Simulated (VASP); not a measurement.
A run of VASP 6.6.1 is set up as follows.

The input INCAR:

```
SYSTEM = Mg
PREC     = Accurate       ! precision mode
ENCUT    = 520            ! plane-wave cutoff, eV
EDIFF    = 1E-7           ! SCF threshold, eV
ISMEAR   = -1             ! smearing method
SIGMA    = 0.03           ! smearing width, eV
LREAL    = .FALSE.        ! projectors in reciprocal space
LASPH    = .TRUE.         ! aspherical terms in the spheres
NELM     = 60             ! most SCF steps
ALGO     = Normal         ! electronic algorithm
ISIF     = 2              ! what is computed and relaxed
LWAVE    = .FALSE.        ! write WAVECAR
LCHARG   = .FALSE.        ! write CHGCAR
GGA      = PE             ! functional
NBANDS   = 7              ! bands
```

The input KPOINTS:

```
regular mesh
0
G
  16 16 16
  0 0 0
```

POSCAR

```
Mg
1.0
   -0.0448851200      2.2218134400      2.2218134400
    2.2218134400     -0.0448851200      2.2218134400
    2.2218134400      2.2218134400     -0.0448851200
Mg
1
Direct
    0.0000000000      0.0000000000      0.0000000000
```

Potentials or basis: VASP PAW PBE potentials, release 64 (Mg).

Command:

```sh
$ cat potpaw_PBE.64/Mg/POTCAR > POTCAR
$ mpirun -np 1 vasp_std > vasp.out
```

Problem. What does it give for the band gap on the k mesh?

Solution. Zero (band 1 reaches 4.11 eV, above the bottom of band 2 at 1.33 eV).

Problem. Estimate the pressure.

Solution. 0.8 GPa.

Stress tensor (GPa, compression positive):
```
0.76 0.48 0.48
0.48 0.76 0.48
0.48 0.48 0.76
```

Caveat: the cell differs from its parent crystal (equal xy, yz and zx shear strains of -2 %).
